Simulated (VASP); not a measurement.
Sn: relaxation of cell and atoms with PBEsol

Crystal: Sn.

```
Sn
1.0
     0.00000    2.41114    2.41114
     2.41114    0.00000    2.41114
     2.41114    2.41114    0.00000
Sn
1
Direct
  0.00000 0.00000 0.00000
```

- Program: VASP 6.6.1
- Task: relaxation of cell and atoms
- Functional: PBEsol
- Potentials or basis: VASP PAW PBE potentials, release 64 (Sn_d)
- Cutoff: 600 eV
- k mesh: 11 × 11 × 11
- Occupations: fermi-dirac, width 0.1 eV
- Spin: no spin polarisation
- Dipole correction: no
- Further INCAR settings: ALGO = Normal; EDIFF = 1e-06; IBRION = 2; EDIFFG = -0.01; NSW = 80; ISIF = 3

```yaml
Relaxed_volume: 26.54 Å³/atom
Relaxed_cell: a = 3.348 Å, b = 3.348 Å, c = 3.348 Å, α = 60.00°, β = 60.00°, γ = 60.00°
Space_group_after_relaxing_to_0.05_Å: Fm-3m (No. 225)
Energy_gained_by_relaxing: 13.1 meV/atom
Ionic_steps: 3
Pressure_after_relaxing: 0.0 GPa
Band_gap_on_the_k_mesh: zero (band 7 reaches 16.16 eV, above the bottom of band 8 at 6.37 eV)
```

The path:
```
step  energy change (eV)  largest force (eV/Å)  pressure (GPa)  volume (Å³)
   1              0.0000                0.0000           -2.65        28.03
   2             -0.0123                0.0000            0.76        26.19
   3             -0.0131                0.0000            0.01        26.54
```

Final structure:
```
Sn
1.0
     0.00000    2.36739    2.36739
     2.36739    0.00000    2.36739
     2.36739    2.36739    0.00000
Sn
1
Direct
  0.00000 0.00000 0.00000
```

Levels at points of the mesh, in eV from the Fermi level:
| k point | band 4 | band 5 | band 6 | band 7 | band 8 | band 9 | band 10 | band 11 |
| --- | --- | --- | --- | --- | --- | --- | --- | --- |
| (0.00, 0.00, 0.00) | -21.35 | -21.35 | -11.31 | 7.90 | 7.90 | 7.90 | 10.67 | 12.02 |

Run time: 45 s on 1 thread of Intel(R) Xeon(R) Platinum 8259CL CPU @ 2.50GHz (Skylake/Cascade Lake) (shared host), peak memory 0.17 GiB.

Caveat: the PAW data sets were made with another functional, which shifts forces and pressure a little; spin-orbit coupling is left out, which moves the levels of the heavy elements.
